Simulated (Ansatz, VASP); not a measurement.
**GeCl3 in VASP and in Ansatz**

```
Ge Cl
1.0
     4.90637    0.00000    0.00000
     0.00000    4.90637    0.00000
     0.00000    0.00000    4.90637
Ge Cl
1 3
Direct
  0.50000 0.50000 0.50000
  0.00000 0.50000 0.50000
  0.50000 0.00000 0.50000
  0.50000 0.50000 0.00000
```

Alike in both runs: functional PBE; k mesh 4 × 4 × 4; occupations gaussian, width 0.1 eV; no spin polarisation.

Ansatz relaxed the structure, and its values are those at the end. VASP's run is a single point on that final structure, the one shown.

|  | VASP | Ansatz |
| --- | --- | --- |
| version | VASP 6.6.1 | Ansatz 0.2.0 |
| potentials or method | VASP PAW PBE potentials, release 64 (Ge_d, Cl), cutoff 520 eV | scalar-relativistic, plane waves, PAW |
| valence electrons in the cell | 35 | 35 |

|  | VASP | Ansatz | Ansatz less VASP |
| --- | --- | --- | --- |
| gap on the k mesh at the Fermi level (eV) | none | none | - |
| pressure (GPa) | 0.0 | 0.0 | +0.05 |

A gap of «none» marks a metal or a gap that the smearing closes.
